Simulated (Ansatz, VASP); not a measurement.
**Two plane-wave programs on Ru**

INCAR

```
SYSTEM = Ru
  PREC = Accurate
  ENCUT = 500
  EDIFF = 1E-7
  ISMEAR = 0
  SIGMA = 0.1
  LREAL = .False.
  LASPH = .True.
  NELM = 120
  ALGO = Normal
  ISIF = 3
  LWAVE = .False.
  LCHARG = .False.
  GGA = PE
  IBRION = 2
  NSW = 80
  EDIFFG = -0.01
  GGA_COMPAT = .False.
  NELMIN = 4
```

KPOINTS

```
Automatic mesh
0
Gamma
  18 18 18
  0 0 0
```

Contents of POSCAR:

```
Ru
1.0
    0.0000000000      1.9035344711      1.9035344711
    1.9035344711      0.0000000000      1.9035344711
    1.9035344711      1.9035344711      0.0000000000
Ru
1
Direct
    0.0000000000      0.0000000000      0.0000000000
```

Input for Ansatz:

```yaml
crystal:
  lattice:
    - [0.0, 1.9035344711, 1.9035344711]
    - [1.9035344711, 0.0, 1.9035344711]
    - [1.9035344711, 1.9035344711, 0.0]
  atoms:
    - { symbol: Ru, position: [0.0, 0.0, 0.0] }
basis:
  ecutwfc: 420
kpoints:
  mp_grid: { grid: [18, 18, 18] }
hamiltonian:
  xc: pbe
scf:
  occupations: { method: gaussian, width: 0.1 }
output:
  forces: true
  stress: true
  eigenvalues: true
relax:
  adjacent_minimum: "off"
  f_tol: 0.01
  max_steps: 60
  cell: { stress_tol: 0.1 }
```

Alike in both runs: task relaxation of cell and atoms; functional PBE; k mesh 18 × 18 × 18; occupations gaussian, width 0.1 eV; no spin polarisation.

|  | VASP | Ansatz |
| --- | --- | --- |
| version | VASP 6.6.1 | Ansatz 0.2.0 |
| potentials or method | VASP PAW PBE potentials, release 64 (Ru_pv), cutoff 500 eV | scalar-relativistic, plane waves, PAW |
| valence electrons in the cell | 14 | 16 |

|  | VASP | Ansatz | Ansatz less VASP |
| --- | --- | --- | --- |
| gap on the k mesh at the Fermi level, each at its own relaxed structure (eV) | none | none | - |
| relaxed volume (Å³/atom) | 13.83 | 13.83 | +0.004 |
| relaxed cell length with the largest relative difference (Å) | 2.694 | 2.694 | +0.0003 |

A gap of «none» marks a metal or a gap that the smearing closes. VASP's potentials hold 14 valence electrons a cell and Ansatz's 16, so a difference there can come from the potentials and not from the codes.
